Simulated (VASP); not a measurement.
Write the native input for VASP 6.6.1 that does the following.

- Task: single point
- Functional: r2SCAN
- Potentials or basis: VASP PAW PBE potentials, release 64 (Mg, Tl_d)
- Cutoff: 660 eV
- k mesh: 6 × 6 × 6
- Occupations: fermi-dirac, width 0.1 eV
- Spin: no spin polarisation
- Dipole correction: no
- Further INCAR settings: ALGO = Normal; EDIFF = 1e-06; NBANDS = 14

The system is MgTl.

```xyz
2
Lattice="3.6280 0.0000 0.0000 0.0000 3.6280 0.0000 0.0000 0.0000 3.6280" Properties=species:S:1:pos:R:3 pbc="T T T"
Mg    0.0000    0.0000    0.0000
Tl    1.8140    1.8140    1.8140
```

One way to write it, as run:

POSCAR

```
MgTl
1.0
    3.6280000000      0.0000000000      0.0000000000
    0.0000000000      3.6280000000      0.0000000000
    0.0000000000      0.0000000000      3.6280000000
Mg Tl
1 1
Direct
    0.0000000000      0.0000000000      0.0000000000
    0.5000000000      0.5000000000      0.5000000000
```

INCAR.step1

```
SYSTEM = MgTl
PREC = Accurate
ENCUT = 660
ISMEAR = -1
SIGMA = 0.1
LREAL = .False.
LASPH = .True.
NELM = 120
NBANDS = 14
GGA = PE
ALGO = Normal
EDIFF = 1E-5
LWAVE = .True.
LCHARG = .False.
GGA_COMPAT = .False.
```

INCAR.step2

```
SYSTEM = MgTl
PREC = Accurate
ENCUT = 660
EDIFF = 1E-6
ISMEAR = -1
SIGMA = 0.1
LREAL = .False.
LASPH = .True.
NELM = 120
ALGO = Normal
ISIF = 2
LWAVE = .False.
LCHARG = .False.
METAGGA = R2SCAN
LMIXTAU = .True.
NBANDS = 14
ISTART = 1
GGA_COMPAT = .False.
```

KPOINTS

```
regular mesh
0
Gamma
  6 6 6
  0 0 0
```

Potentials or basis: VASP PAW PBE potentials, release 64 (Mg, Tl_d).

The run is started by

```console
$ cat potpaw_PBE.64/Mg/POTCAR potpaw_PBE.64/Tl_d/POTCAR > POTCAR
$ cp INCAR.step1 INCAR
$ mpirun -np 1 vasp_std > vasp.out
$ cp INCAR.step2 INCAR
$ mpirun -np 1 vasp_std > vasp.out
```

Results of the run:

| Property | Result |
| --- | --- |
| Pressure | 0.4 GPa |

Caveat: the PAW data sets were made with another functional, which shifts forces and pressure a little.

Run time: 110 s on 1 thread of Intel Xeon 8259CL (shared host), peak memory 0.18 GiB.
